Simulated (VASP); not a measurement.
A run of VASP 6.6.1 is set up as follows.

INCAR

```
SYSTEM = MoW14
PREC = Accurate ; ENCUT = 520
EDIFF = 1E-6 ; ISMEAR = 0
SIGMA = 0.1 ; LREAL = Auto
LASPH = .TRUE. ; NELM = 60
ALGO = Normal ; ISIF = 2
LWAVE = .FALSE. ; LCHARG = .FALSE.
GGA = PS ; NBANDS = 118
```

The input KPOINTS:

```
regular mesh
0
G
  3 3 3
  0 0 0
```

Contents of POSCAR:

```
MoW14
1.0
    6.3200000000      0.0000000000      0.0000000000
    0.0000000000      6.3200000000      0.0000000000
    0.0000000000      0.0000000000      6.3200000000
Mo W
1 14
Direct
   -0.0940816456      0.0937305380     -0.0943218354
    0.4956632911     -0.0032591772      0.0026677215
    0.0029079114      0.5039856013      0.0026678797
    0.0029079114     -0.0032591772      0.4954229430
    0.2480748418      0.2509984177      0.2478346519
    0.5045439873      0.4951049051     -0.0025748418
    0.5045441456      0.0019835443      0.5043037975
    0.7446901899      0.2549585443      0.2588431962
   -0.0023346519      0.4951047468      0.5043039557
    0.2453642405      0.7542844937      0.2451242089
    0.2590832278      0.2549585443      0.7444501582
    0.4991450949      0.5005036392      0.4989050633
    0.7486504747      0.7515740506      0.2478346519
    0.2480748418      0.7515740506      0.7484102848
    0.7446903481      0.7405655063      0.7444501582
```

Potentials or basis: VASP PAW PBE potentials, release 64 (Mo_sv, W_sv).

The run is started by

```bash
$ cat potpaw_PBE.64/Mo_sv/POTCAR potpaw_PBE.64/W_sv/POTCAR > POTCAR
$ mpirun -np 1 vasp_std > vasp.out
```

(1) Predict the pressure.

(2) Predict the largest force.

Answers

(1) -7.3 GPa.

(2) 0.036 eV/Å.

Caveat: the PAW data sets were made with another functional, which shifts forces and pressure a little.
